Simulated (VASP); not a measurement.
# CdSe (lda) (P6_3mc) in VASP: further runs

CdSe (lda) is run at these levels: LDA; tasks: single point, relaxation of cell and atoms.

Program: VASP 6.6.1. These are calculated values, not measurements. Logs are shortened: lines on timing, memory, paths and dates and some standing lists are left out, and cuts for length are marked.

## (1) The cell of the first run

It takes space group P6_3mc (No. 186, hexagonal). Conventional cell: a = 3.892 Å, b = 3.892 Å, c = 6.672 Å, α = 90.00°, β = 90.00°, γ = 120.00°. Cd (site symmetry 3m) has 4 Se at 2.41 to 2.43 Å within 3.2 Å. Se (site symmetry 3m) has 4 Cd at 2.41 to 2.43 Å within 3.2 Å.

## (2) Single point, LDA

Contents of INCAR:

```
SYSTEM = CdSe
PREC = Accurate ; ENCUT = 520
EDIFF = 1E-6 ; ISMEAR = 0
SIGMA = 0.02 ; LREAL = .FALSE.
LASPH = .TRUE. ; NELM = 100
ALGO = Normal ; ISIF = 2
LWAVE = .FALSE. ; LCHARG = .FALSE.
NBANDS = 26
```

Contents of KPOINTS:

```
Automatic mesh
0
G
  9 9 4
  0 0 0
```

Contents of POSCAR:

```
CdSe
1.0
    3.8920739921      0.0000000000      0.0000000000
   -1.9460369960      3.3706349506      0.0000000000
    0.0000000000      0.0000000000      6.6723248533
Cd Se
2 2
Direct
    0.3333333333      0.6666666667      0.0118796076
    0.6666666667      0.3333333333      0.5118796076
    0.3333333333      0.6666666667      0.3731203924
    0.6666666667      0.3333333333      0.8731203924
```

Potentials or basis: VASP PAW LDA potentials, release 64 (Cd, Se).

On the command line:

```
$ cat potpaw_LDA.64/Cd/POTCAR potpaw_LDA.64/Se/POTCAR > POTCAR
$ mpirun -np 1 vasp_std > vasp.out
```

OUTCAR:

```text
SYSTEM = CdSe
   PREC = Accurate
   ENCUT = 520
   EDIFF = 1E-6
   ISMEAR = 0
   LREAL = .FALSE.
   LASPH = .TRUE.
   NELM = 100
   ISIF = 2

 ion  position               nearest neighbor table
   1  0.333  0.667  0.012-   3 2.41   4 2.43   4 2.43   4 2.43
   2  0.667  0.333  0.512-   4 2.41   3 2.43   3 2.43   3 2.43
   3  0.333  0.667  0.373-   1 2.41   2 2.43   2 2.43   2 2.43
   4  0.667  0.333  0.873-   2 2.41   1 2.43   1 2.43   1 2.43

  LATTYP: Found a hexagonal cell.
 ALAT       =     3.8920739921
 C/A-ratio  =     1.7143365894

  Lattice vectors:

 A1 = (   3.8920739921,   0.0000000000,   0.0000000000)
 A2 = (  -1.9460369960,   3.3706349506,   0.0000000000)
 A3 = (   0.0000000000,   0.0000000000,   6.6723248533)

Analysis of symmetry for initial positions (statically):
=====================================================================
 Subroutine PRICEL returns:
 Original cell was already a primitive cell.

 Routine SETGRP: Setting up the symmetry group for a
 hexagonal supercell.

 Subroutine GETGRP returns: Found 12 space group operations
 (whereof  6 operations were pure point group operations)
 out of a pool of 24 trial point group operations.

The static configuration has the point symmetry C_3v.
 The point group associated with its full space group is C_6v.

Analysis of symmetry for dynamics (positions and initial velocities):
=====================================================================
 Subroutine PRICEL returns:
 Original cell was already a primitive cell.

 Routine SETGRP: Setting up the symmetry group for a
 hexagonal supercell.

 Subroutine GETGRP returns: Found 12 space group operations
 (whereof  6 operations were pure point group operations)
 out of a pool of 24 trial point group operations.

The dynamic configuration has the point symmetry C_3v.
 The point group associated with its full space group is C_6v.

 Subroutine INISYM returns: Found 12 space group operations
 (whereof  6 operations are pure point group operations),
 and found     1 'primitive' translations

----------------------------------------------------------------------------------------

                                     Primitive cell

  volume of cell :      87.5326

  direct lattice vectors                    reciprocal lattice vectors
     3.892073992  0.000000000  0.000000000     0.256932423  0.148340003  0.000000000
    -1.946036996  3.370634951  0.000000000     0.000000000  0.296680007  0.000000000
     0.000000000  0.000000000  6.672324853     0.000000000  0.000000000  0.149872799

  length of vectors
     3.892073992  3.892073992  6.672324853     0.296680007  0.296680007  0.149872799

  position of ions in fractional coordinates (direct lattice)
     0.333333333  0.666666667  0.011879608
     0.666666667  0.333333333  0.511879608
     0.333333333  0.666666667  0.373120392
     0.666666667  0.333333333  0.873120392

  ion indices of the primitive-cell ions
   primitive index   ion index
                 1           1
                 2           2
                 3           3
                 4           4

----------------------------------------------------------------------------------------

 KPOINTS: Automatic mesh

Automatic generation of k-mesh.
 Grid dimensions read from file:
 generate k-points for:    9    9    4

 Generating k-lattice:

  Cartesian coordinates                     Fractional coordinates (reciprocal lattice)
     0.028548047  0.016482223  0.000000000     0.111111111  0.000000000  0.000000000
     0.000000000  0.032964445  0.000000000     0.000000000  0.111111111  0.000000000
     0.000000000  0.000000000  0.037468200     0.000000000  0.000000000  0.250000000

  Length of vectors
     0.032964445  0.032964445  0.037468200

  Shift w.r.t. Gamma in fractional coordinates (k-lattice)
     0.000000000  0.000000000  0.000000000

 Subroutine IBZKPT returns following result:
 ===========================================

 Found     36 irreducible k-points:

 Following reciprocal coordinates:
            Coordinates               Weight
  0.000000  0.000000  0.000000      1.000000
  0.111111 -0.000000  0.000000      6.000000
  0.222222 -0.000000  0.000000      6.000000
  0.333333 -0.000000  0.000000      6.000000
  0.444444 -0.000000  0.000000      6.000000
  0.111111  0.111111  0.000000      6.000000
[... 16 lines left out ...]
  0.333333  0.222222  0.250000     24.000000
  0.333333  0.333333  0.250000      4.000000
 [... further k-points ...]
   k-points           NKPTS =     36   k-points in BZ     NKDIM =     36   number of bands    NBANDS=     26
   number of dos      NEDOS =    301   number of ions     NIONS =      4
   total plane-waves  NPLWV =  45000
   dimension x,y,z NGX =    30 NGY =   30 NGZ =   50
   dimension x,y,z NGXF=    60 NGYF=   60 NGZF=  100
   ions per type =               2   2
   NGX,Y,Z   is equivalent  to a cutoff of  12.81, 12.81, 12.46 a.u.
   NGXF,Y,Z  is equivalent  to a cutoff of  25.63, 25.63, 24.92 a.u.
 SYSTEM =  CdSe
   PREC   = accura    normal or accurate (medium, high low for compatibility)
   ISTART =      0    job   : 0-new  1-cont  2-samecut
   ICHARG =      2    charge: 1-file 2-atom 10-const
   ISPIN  =      1    spin polarized calculation?
   LNONCOLLINEAR =      F non collinear calculations
   LSORBIT =      F    spin-orbit coupling
   LASPH  =      T    aspherical Exc in radial PAW
   ENCUT  =  520.0 eV  38.22 Ry    6.18 a.u.   7.24  7.24 12.41*2*pi/ulx,y,z
   NELM   =    100;   NELMIN=  2; NELMDL= -5     # of ELM steps
   EDIFF  = 0.1E-05   stopping-criterion for ELM
   LREAL  =      F    real-space projection
   EDIFFG = 0.1E-04   stopping-criterion for IOM
   NSW    =      0    number of steps for IOM
   IBRION =     -1    ionic relax: 0-MD 1-quasi-New 2-CG
   NFREE  =      0    steps in history (QN), initial steepest desc. (CG)
   ISIF   =      2    stress and relaxation
   ISYM   =      2    0-nonsym 1-usesym 2-fastsym
   POTIM  = 0.5000    time-step for ionic-motion
   TEBEG  =    0.0;   TEEND  =   0.0 temperature during run
   PSTRESS=    0.0 pullay stress
   NELECT =      36.0000    total number of electrons
   NUPDOWN=      -1.0000    fix difference up-down
   EMIN   =  10.00;   EMAX   =-10.00  energy-range for DOS
   EFERMI =   0.00;   METHOD = LEGACY
   ISMEAR =     0;   SIGMA  =   0.02  broadening in eV -4-tet -1-fermi 0-gaus
   EFERMI_NEDOS =   21; number of points for ismear=-14 and -15
   IALGO  =     38    algorithm
   IMIX   =      4    mixing-type and parameters
     AMIX     =   0.40;   BMIX     =  1.00
     AMIX_MAG =   1.60;   BMIX_MAG =  1.00
  volume/ion in A,a.u.               =      21.88       147.67
  Fermi-wavevector in a.u.,A,eV,Ry     =   1.217453  2.300653 20.166456  1.482193
  Thomas-Fermi vector in A             =   2.352773
   LORBIT       =      0    0 simple, 1 ext, 2 COOP (PROOUT), +10 PAW based schemes
   GGA     = CA    functional components
   LHFCALC =     F    Hartree Fock is set to
   AEXX    =    0.0000 exact exchange contribution
   IVDW    =     0    specifies the selected vdW correction
   LEPSILON=     F    determine dielectric tensor
   LRPA    =     F    only Hartree local field effects (RPA)
 non-spin polarized calculation
 Gauss-broadening in eV      SIGMA  =   0.02
  energy-cutoff  :      520.00
  volume of cell :       87.53
 maximum number of plane-waves:      2372
 NGX is ok and might be reduce to    30
   NGX = 15   NGY = 15   NGZ = 25

 number of electron      36.0000002 magnetization

 Free energy of the ion-electron system (eV)
  ---------------------------------------------------
  ext. energy  EPLUGINS =         0.00000000
  ---------------------------------------------------
  free energy    TOTEN  =       -12.33374779 eV

  energy without entropy =      -12.33374779  energy(sigma->0) =      -12.33374779

 E-fermi :   3.4843     XC(G=0): -10.4512

 val. band max:        3.3441671629   @ k =   0.0000   0.0000   0.0000
 cond. band min:       4.1190653095   @ k =   0.0000   0.0000   0.0000
 fundamental gap:      0.7748981466
 Fermi energy:         3.4842959286

 k-point     1 :       0.0000    0.0000    0.0000
  band No.  band energies     occupation
      1     -11.1797      2.00000
      2     -10.5488      2.00000
      3      -6.0316      2.00000
      4      -5.9061      2.00000
      5      -5.9061      2.00000
      6      -5.7656      2.00000
[... 18 lines left out ...]
     25      10.5077      0.00000
     26      11.2571      0.00000

 k-point     2 :       0.1111   -0.0000    0.0000
  band No.  band energies     occupation
      1     -11.1114      2.00000
      2     -10.5156      2.00000
      3      -6.0037      2.00000
      4      -5.8846      2.00000
      5      -5.8838      2.00000
      6      -5.7433      2.00000
[... 18 lines left out ...]
     25      10.8980      0.00000
     26      10.9298      0.00000

 k-point     3 :       0.2222   -0.0000    0.0000
  band No.  band energies     occupation
      1     -10.9310      2.00000
      2     -10.4353      2.00000
      3      -5.9385      2.00000
      4      -5.8390      2.00000
      5      -5.8089      2.00000
      6      -5.6600      2.00000
[... 18 lines left out ...]
     25      10.8901      0.00000
     26      11.1932      0.00000

 k-point     4 :       0.3333   -0.0000    0.0000
  band No.  band energies     occupation
      1     -10.7082      2.00000
      2     -10.3556      2.00000
      3      -5.8700      2.00000
      4      -5.8055      2.00000
      5      -5.7240      2.00000
      6      -5.5428      2.00000
[... 18 lines left out ...]
     25      11.3427      0.00000
     26      12.5380      0.00000
[... 496 lines left out ...]
      1     -10.5574      2.00000
      2     -10.3650      2.00000
      3      -5.8256      2.00000
      4      -5.7937      2.00000
      5      -5.6260      2.00000
      6      -5.5833      2.00000
[... 18 lines left out ...]
     25      10.9460      0.00000
     26      11.8245      0.00000

 k-point    23 :       0.3333    0.2222    0.2500
  band No.  band energies     occupation
      1     -10.4330      2.00000
      2     -10.3370      2.00000
      3      -5.8408      2.00000
      4      -5.7346      2.00000
      5      -5.6310      2.00000
      6      -5.5387      2.00000
[... 18 lines left out ...]
     25      11.8104      0.00000
     26      12.1957      0.00000

 k-point    24 :       0.3333    0.3333    0.2500
  band No.  band energies     occupation
      1     -10.3594      2.00000
      2     -10.3594      2.00000
      3      -5.8564      2.00000
      4      -5.6625      2.00000
      5      -5.6625      2.00000
      6      -5.5350      2.00000
[... 18 lines left out ...]
     25      12.5057      0.00000
     26      12.5205      0.00000

 [... further k-points ...]

------------------------ aborting loop because EDIFF is reached ----------------------------------------

  FORCE on cell =-STRESS in cart. coord.  units (eV):
  Direction    XX          YY          ZZ          XY          YZ          ZX
  --------------------------------------------------------------------------------------
  -------------------------------------------------------------------------------------
  Total       11.5714132     11.5714132     11.6469188      0.0000000      0.0000000      0.0000000
  in kB      211.8005059    211.8005059    213.1825433      0.0000000      0.0000000      0.0000000
  external PRESSURE =     212.2611850 kB  Pullay stress =       0.0000000 kB

 VOLUME and BASIS-vectors are now :
 -----------------------------------------------------------------------------
  energy-cutoff  :      520.00
  volume of cell :       87.53
      direct lattice vectors                 reciprocal lattice vectors
     3.892073992  0.000000000  0.000000000     0.256932423  0.148340003  0.000000000
    -1.946036996  3.370634951  0.000000000     0.000000000  0.296680007  0.000000000
     0.000000000  0.000000000  6.672324853     0.000000000  0.000000000  0.149872799

 POSITION                                       TOTAL-FORCE (eV/Angst)
 -----------------------------------------------------------------------------------
     -0.00000      2.24709      0.07926        -0.000000      0.000000      0.004723
      1.94604      1.12354      3.41543         0.000000     -0.000000      0.004723
     -0.00000      2.24709      2.48958        -0.000000     -0.000000     -0.004723
      1.94604      1.12354      5.82574         0.000000      0.000000     -0.004723
 -----------------------------------------------------------------------------------
    total drift:                               -0.000000      0.000000      0.000680

  FREE ENERGIE OF THE ION-ELECTRON SYSTEM (eV)
  ---------------------------------------------------
  free  energy   TOTEN  =       -12.3337477937 eV

  energy  without entropy=      -12.3337477937  energy(sigma->0) =      -12.33374779
```

Run time: 31 s. Hardware: 1 thread of Intel Xeon 6975P-C (Granite Rapids), shared host; peak memory 0.2 GiB.

Results:

* Free energy: -12.3337 eV
* Pressure: 21.2 GPa
* Largest force: 0.005 eV/Å
* Band gap on the k mesh: 0.77 eV, direct

Forces in eV/Å, atoms in the order of the input:
```
Cd   0.000  0.000  0.005
Cd   0.000  0.000  0.005
Se   0.000  0.000 -0.005
Se   0.000  0.000 -0.005
```

Stress tensor (GPa, compression positive):
```
21.18  0.00  0.00
 0.00 21.18  0.00
 0.00  0.00 21.32
```

## (3) Relaxation of cell and atoms, LDA, target pressure 20 GPa, at which the enthalpy is minimised

Contents of INCAR:

```
ALGO = Normal
EDIFF = 1E-6
EDIFFG = -0.002
ENCUT = 600
IBRION = 2
ISIF = 3
ISMEAR = 0
LASPH = True
LCHARG = False
LREAL = False
LWAVE = False
NELM = 100
NSW = 100
PREC = Accurate
PSTRESS = 200.0
SIGMA = 0.02
```

Contents of KPOINTS:

```
k-points
0
Gamma
  9 9 4
```

POSCAR is that of step 2.

Potentials or basis: VASP PAW LDA potentials, release 64 (Cd, Se).

On the command line:

```
$ cat potpaw_LDA.64/Cd/POTCAR potpaw_LDA.64/Se/POTCAR > POTCAR
$ mpirun -np 1 vasp_std > vasp.out
```

It took 61 s on 1 thread of Intel Xeon 6975P-C (Granite Rapids), shared host; peak memory 0.24 GiB.

The run converged. Its results:

| Quantity | Value |
| --- | --- |
| Free energy | -12.4236 eV |
| Relaxed volume | 22.06 Å³/atom |
| Relaxed cell | a = 3.902 Å, b = 3.902 Å, c = 6.692 Å, α = 90.00°, β = 90.00°, γ = 120.00° |
| Space group after relaxing (to 0.05 Å) | P6_3mc (No. 186) |
| Energy change on relaxing (the enthalpy is what falls) | -22.5 meV/atom |
| Ionic steps | 3 |
| Pressure after relaxing | 20.0 GPa |
| Band gap on the k mesh | 0.76 eV, direct |

The path:
```csv
step,energy change (eV),largest force (eV/Å),pressure (GPa),volume (Å³)
1,0.0000,0.0042,21.17,87.53
2,-0.2473,0.0054,17.91,89.56
3,-0.0901,0.0009,20.00,88.23
```

Final structure:
```
Cd Se
1.0
     3.90204    0.00000    0.00000
    -1.95102    3.37927    0.00000
     0.00000    0.00000    6.69152
Cd Se
2 2
Direct
  0.33333 0.66667 0.01189
  0.66667 0.33333 0.51189
  0.33333 0.66667 0.37311
  0.66667 0.33333 0.87311
```

Levels at points of the mesh, in eV from the valence-band top:
| k point | band 14 | band 15 | band 16 | band 17 | band 18 | band 19 | band 20 | band 21 | band 22 |
| --- | --- | --- | --- | --- | --- | --- | --- | --- | --- |
| (0.00, 0.00, 0.00) | -1.15 | -1.15 | -0.38 | 0.00 | 0.00 | 0.76 | 2.58 | 5.39 | 5.81 |
| (0.00, 0.00, 0.50) | -3.81 | -0.61 | -0.61 | -0.61 | -0.61 | 2.65 | 2.65 | 5.85 | 5.85 |

Caveat: the cell is relaxed towards a set pressure, so the enthalpy falls and the energy may rise. LDA gaps usually lie below the measured ones, often by a third to a half.

## (4) Single point, LDA

Contents of INCAR:

```
  PREC = Accurate
  ENCUT = 520
  EDIFF = 1E-7
  ISMEAR = 0
  SIGMA = 0.02
  LREAL = F
  LASPH = T
  NELM = 100
  ALGO = Normal
  ISIF = 2
  LWAVE = F
  LCHARG = T
  LELF = T
  LVHAR = T
  NBANDS = 26
```

Contents of KPOINTS:

```
Automatic mesh
0
Gamma
  9 9 6
```

POSCAR is that of step 3.

On the command line:

```
$ cat potpaw_LDA.64/Cd/POTCAR potpaw_LDA.64/Se/POTCAR > POTCAR
$ mpirun -np 1 vasp_std > vasp.out
```

It took 47 s on 1 thread of Intel Xeon 6975P-C (Granite Rapids), shared host; peak memory 0.22 GiB.

It converged, with:

| Property | Result |
| --- | --- |
| Free energy | -12.3342 eV |
| Pressure | 21.2 GPa |
| Largest force | 0.004 eV/Å |
| Band gap on the k mesh | 0.78 eV, direct |

Forces on the atoms (eV/Å):
```
Cd   0.000  0.000  0.004
Cd   0.000  0.000  0.004
Se   0.000  0.000 -0.004
Se   0.000  0.000 -0.004
```

Stress tensor (GPa, compression positive):
```
21.15  0.00  0.00
 0.00 21.15  0.00
 0.00  0.00 21.29
```

Levels at points of the mesh, in eV from the valence-band top:
| k point | band 16 | band 17 | band 18 | band 19 | band 20 | band 21 |
| --- | --- | --- | --- | --- | --- | --- |
| (0.00, 0.00, 0.00) | -0.38 | 0.00 | 0.00 | 0.78 | 2.59 | 5.38 |
| (0.00, 0.00, 0.50) | -0.62 | -0.62 | -0.62 | 2.66 | 2.66 | 5.86 |

[end of part 1 of 2]
